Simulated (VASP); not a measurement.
Wanted: the native input for a VASP 6.6.1 run.

```yaml
Task: single point
Functional: PBEsol
Potentials_or_basis: VASP PAW PBE potentials, release 64 (Sr_sv, O)
Cutoff: 600 eV
k_mesh: 3 × 3 × 5, shifted
Occupations: methfessel-paxton, width 0.0192 eV
Spin: no spin polarisation
Dipole_correction: no
Further_INCAR_settings: ALGO = Normal; EDIFF = 1e-06; NBANDS = 42
```

The structure of SrO lies in POSCAR:

```
SrO
1.0
   -2.5702170000      2.4459940000      4.9463240000
    2.4240890000     -2.5040220000      4.9022740000
    2.5274780000      2.5053330000     -0.0510390000
Sr O
4 4
Direct
    0.0339990000      0.0049560000      0.0017950000
    0.9974660000      0.4703300000      0.4752790000
    0.4981510000      0.9992550000      0.5091280000
    0.4925910000      0.5138910000      0.0128620000
    0.2552880000      0.2418220000      0.0133430000
    0.2680060000      0.7945130000      0.4320680000
    0.7483810000      0.2706690000      0.5097020000
    0.7456290000      0.7394930000      0.9490580000
```

One way to write it, as run:

INCAR

```
SYSTEM = SrO
  PREC = Accurate
  ENCUT = 600
  EDIFF = 1E-6
  ISMEAR = 1
  SIGMA = 0.0192
  LREAL = .FALSE.
  LASPH = .TRUE.
  NELM = 120
  ALGO = Normal
  ISIF = 2
  LWAVE = .FALSE.
  LCHARG = .FALSE.
  GGA = PS
  NBANDS = 42
  GGA_COMPAT = .FALSE.
```

KPOINTS

```
Automatic mesh
0
Gamma
  3 3 5
  0 0 0.5
```

Potentials or basis: VASP PAW PBE potentials, release 64 (Sr_sv, O).

Command:

```console
$ cat potpaw_PBE.64/Sr_sv/POTCAR potpaw_PBE.64/O/POTCAR > POTCAR
$ mpirun -np 1 vasp_std > vasp.out
```

It gave:

```json
{
 "Pressure": "16.5 GPa",
 "Largest force": "3.611 eV/Å",
 "Band gap on the k mesh": "3.37 eV, indirect (least direct gap 3.38 eV)"
}
```

Caveat: the PAW data sets were made with another functional, which shifts forces and pressure a little.

Wall time 6.1 min on 1 thread of AMD EPYC 7R13 (shared host), peak memory 0.27 GiB.
